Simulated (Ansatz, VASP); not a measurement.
# Al in VASP and in Ansatz

INCAR

```
SYSTEM = Al
  ALGO = Normal
  EDIFF = 1E-6
  ENCUT = 500
  GGA = PE
  GGA_COMPAT = .False.
  ISIF = 2
  ISMEAR = -1
  LASPH = .True.
  LCHARG = .False.
  LREAL = .False.
  LWAVE = .False.
  NBANDS = 8
  NELM = 120
  PREC = Accurate
  SIGMA = 0.1
```

The input KPOINTS:

```
k-points
0
Gamma
  13 13 13
  0 0 0
```

File POSCAR:

```
Al
1.0
    0.0000000000      2.0174200000      2.0174200000
    2.0174200000      0.0000000000      2.0174200000
    2.0174200000      2.0174200000      0.0000000000
Al
1
Direct
    0.0000000000      0.0000000000      0.0000000000
```

Input for Ansatz:

```yaml
crystal:
  lattice:
    - [0.0, 2.01742, 2.01742]
    - [2.01742, 0.0, 2.01742]
    - [2.01742, 2.01742, 0.0]
  atoms:
    - { symbol: Al, position: [0.0, 0.0, 0.0] }
hamiltonian:
  xc: pbe
  pseudopotentials: { kind: paw }
basis:
  ecutwfc: 420
kpoints:
  mp_grid: { grid: [13, 13, 13] }
scf:
  occupations: { method: fermi_dirac, width: 0.1 }
  lower_state_search: "off"
  algorithm: density_mixing
  max_iter: 80
  mixing: { algorithm: broyden, beta: 0.5, preconditioner: kerker_dos }
output:
  forces: true
  stress: true
```

Alike in both runs: task single point; functional PBE; k mesh 13 × 13 × 13; occupations fermi-dirac, width 0.1 eV; no spin polarisation.

```csv
,VASP,Ansatz
version,VASP 6.6.1,Ansatz 0.2.0
potentials or method,"VASP PAW PBE potentials, release 64 (Al), cutoff 500 eV","PAW, plane waves, scalar-relativistic"
valence electrons in the cell,3,3
```

Ansatz gave:

* pressure (GPa): 0.3

Which values does VASP return?

Pressure (GPa): 0.2.

With one functional, cell and mesh, what is left measures potentials, basis and numerics.
